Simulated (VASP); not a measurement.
Input of a VASP 6.6.1 run:

POSCAR

```
NiO
1.0
    0.0000000000      2.0979100000      2.0979100000
    2.0979100000      0.0000000000      2.0979100000
    2.0979100000      2.0979100000      0.0000000000
Ni O
1 1
Direct
    0.0000000000      0.0000000000      0.0000000000
    0.5000000000      0.5000000000      0.5000000000
```

Contents of INCAR.step1:

```
SYSTEM = NiO
PREC     = Accurate       ! precision mode
ENCUT    = 770            ! plane-wave cutoff, eV
ISMEAR   = -1             ! smearing method
SIGMA    = 0.1            ! smearing width, eV
LREAL    = .False.        ! projectors in reciprocal space
LASPH    = .True.         ! aspherical terms in the spheres
NELM     = 200            ! most SCF steps
ISPIN    = 2              ! spin polarisation
MAGMOM   = 2 0            ! initial moments
LMAXMIX  = 4              ! l up to which the mixer works
LDAU     = .True.         ! DFT+U
LDAUTYPE = 2            
LDAUL    = 2 -1           ! shell
LDAUU    = 3.1 0          ! U, eV
LDAUJ    = 0 0          
NBANDS   = 23             ! bands
GGA      = PE             ! functional
ALGO     = Normal         ! electronic algorithm
EDIFF    = 1E-5           ! SCF threshold, eV
LWAVE    = .True.         ! write WAVECAR
LCHARG   = .False.        ! write CHGCAR
GGA_COMPAT= .False.
```

Contents of INCAR.step2:

```
SYSTEM = NiO
PREC     = Accurate       ! precision mode
ENCUT    = 770            ! plane-wave cutoff, eV
EDIFF    = 1E-6           ! SCF threshold, eV
ISMEAR   = -1             ! smearing method
SIGMA    = 0.1            ! smearing width, eV
LREAL    = .False.        ! projectors in reciprocal space
LASPH    = .True.         ! aspherical terms in the spheres
NELM     = 200            ! most SCF steps
ALGO     = Normal         ! electronic algorithm
ISIF     = 2              ! what is computed and relaxed
LWAVE    = .False.        ! write WAVECAR
LCHARG   = .True.         ! write CHGCAR
ISPIN    = 2              ! spin polarisation
MAGMOM   = 2 0            ! initial moments
LORBIT   = 11             ! projections on sites
LMAXMIX  = 4              ! l up to which the mixer works
LDAU     = .True.         ! DFT+U
LDAUTYPE = 2            
LDAUL    = 2 -1           ! shell
LDAUU    = 3.1 0          ! U, eV
LDAUJ    = 0 0          
LDAUPRINT= 1            
METAGGA  = R2SCAN         ! meta-GGA
LMIXTAU  = .True.       
LELF     = .True.         ! ELF
LVHAR    = .True.       
NBANDS   = 23             ! bands
ISTART   = 1            
GGA_COMPAT= .False.
```

Contents of KPOINTS:

```
Automatic mesh
0
Gamma
  9 9 9
  0 0 0
```

Potentials or basis: VASP PAW PBE potentials, release 64 (Ni_sv_GW, O).

Run with:

```sh
$ cat potpaw_PBE.64/Ni_sv_GW/POTCAR potpaw_PBE.64/O/POTCAR > POTCAR
$ cp INCAR.step1 INCAR
$ mpirun -np 1 vasp_std > vasp.out
$ cp INCAR.step2 INCAR
$ mpirun -np 1 vasp_std > vasp.out
```

**Question.** What does it give for the pressure?

**Answer.** 0.3 GPa.

**Question.** What does it give for the net moment?

**Answer.** 2.00 μB per cell.

**Question.** Predict the site moments.

**Answer.** Ni +1.78; O +0.19 μB.

Eigenvalues of the final occupation matrices:
```csv
site,spin,trace,eigenvalues
site 1 d,1,4.75,0.94 0.94 0.94 0.97 0.97
site 1 d,2,2.99,0.10 0.10 0.93 0.93 0.93
```

Caveat: the PAW data sets were made with another functional, which shifts forces and pressure a little; an odd mesh through Γ misses points on the zone boundary, where band edges can lie; a cell with one magnetic atom can't hold antiferromagnetic order, which such compounds often take. The state reached can hang on the start; a lower one may exist.
